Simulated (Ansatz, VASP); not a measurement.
Two plane-wave programs on Zn3GeO

File INCAR:

```
PREC = Accurate
ENCUT = 600
EDIFF = 1E-7
ISMEAR = 0
SIGMA = 0.1
LREAL = F
LASPH = T
NELM = 100
ALGO = Normal
ISIF = 3
LWAVE = F
LCHARG = F
GGA = PE
IBRION = 2
NSW = 90
EDIFFG = -0.04
```

KPOINTS

```
Automatic mesh
0
Gamma
  4 4 4
```

Contents of POSCAR:

```
Zn3GeO
1.0
    3.9346514400      0.0000000000      0.0000000000
    0.0000000000      3.9346514400      0.0000000000
    0.0000000000      0.0000000000      3.9346514400
Zn Ge O
3 1 1
Direct
    0.0000000000      0.5000000000      0.5000000000
    0.5000000000      0.0000000000      0.5000000000
    0.5000000000      0.5000000000      0.0000000000
    0.5000000000      0.5000000000      0.5000000000
    0.0000000000      0.0000000000      0.0000000000
```

Input for Ansatz:

```yaml
crystal:
  lattice:
    - [3.93465144, 0.0, 0.0]
    - [0.0, 3.93465144, 0.0]
    - [0.0, 0.0, 3.93465144]
  atoms:
    - { symbol: Zn, position: [0.0, 0.5, 0.5] }
    - { symbol: Zn, position: [0.5, 0.0, 0.5] }
    - { symbol: Zn, position: [0.5, 0.5, 0.0] }
    - { symbol: Ge, position: [0.5, 0.5, 0.5] }
    - { symbol: O, position: [0.0, 0.0, 0.0] }
basis:
  ecutwfc: 420
kpoints:
  mp_grid: { grid: [4, 4, 4] }
hamiltonian:
  xc: pbe
scf:
  occupations: { method: gaussian, width: 0.1 }
  lower_state_search: "off"
output:
  forces: true
  stress: true
  eigenvalues: true
relax:
  adjacent_minimum: "off"
  f_tol: 0.04
  max_steps: 70
  cell: { stress_tol: 0.4 }
```

Change from the starting cell: species swapped into the RbPdCl3 type (Pm-3m, No. 221).

Alike in both runs: task relaxation of cell and atoms; functional PBE; k mesh 4 × 4 × 4; occupations gaussian, width 0.1 eV; no spin polarisation.

```csv
,VASP,Ansatz
version,VASP 6.6.1,Ansatz 0.2.0
potentials or method,"VASP PAW PBE potentials, release 64 (Zn, Ge_d, O), cutoff 600 eV","scalar-relativistic, plane waves, PAW"
valence electrons in the cell,56,56
```

```tsv
	VASP	Ansatz	Ansatz less VASP
gap on the k mesh at the Fermi level, each at its own relaxed structure (eV)	none	none	-
relaxed volume (Å³/atom)	20.19	20.47	+0.274
relaxed length of the cell vector where the two differ most in proportion (Å)	4.657	4.678	+0.0210
```

A gap of «none» marks a metal or a gap that the smearing closes.

The k mesh is coarse, so the values compare programs but aren't converged. Noted on VASP's run: the volume moved by over 15 % at a fixed basis, so the end points are rough.
